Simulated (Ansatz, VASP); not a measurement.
# One calculation of TiO2, two programs

```xyz
6
Lattice="4.5940 0.0000 0.0000 0.0000 4.5940 0.0000 0.0000 0.0000 3.0478" Properties=species:S:1:pos:R:3 pbc="T T T"
Ti    0.0000    0.0000    0.0000
Ti    2.2970    2.2970    1.5239
O     1.4022    1.4022    0.0000
O     0.8948    3.6992    1.5239
O     3.1918    3.1918    0.0000
O     3.6992    0.8948    1.5239
```

Change from the starting cell: z stretched by +3 %, ions relaxed.

Alike in both runs: functional PBE; k mesh 7 × 7 × 10; occupations fermi-dirac, width 0.02 eV; no spin polarisation.

Ansatz relaxed the structure, and its values are those at the end. VASP's run is a single point on that final structure, the one shown.

|  | VASP | Ansatz |
| --- | --- | --- |
| version | VASP 6.6.1 | Ansatz 0.2.0 |
| potentials or method | VASP PAW PBE potentials, release 64 (Ti_sv, O) | plane-wave PAW, scalar-relativistic |
| plane-wave cutoff (eV) | 520 | 420 |
| valence electrons in the cell | 48 | 48 |

|  | VASP | Ansatz | Ansatz less VASP |
| --- | --- | --- | --- |
| gap on the k mesh at the Fermi level (eV) | 1.76 | 1.79 | +0.025 |
| pressure (GPa) | -2.2 | -2.8 | -0.68 |
| rms of the force components (eV/Å) | 0.008 | 0.000 | -0.0074 |

Ansatz's warnings: stress scf threshold loose.
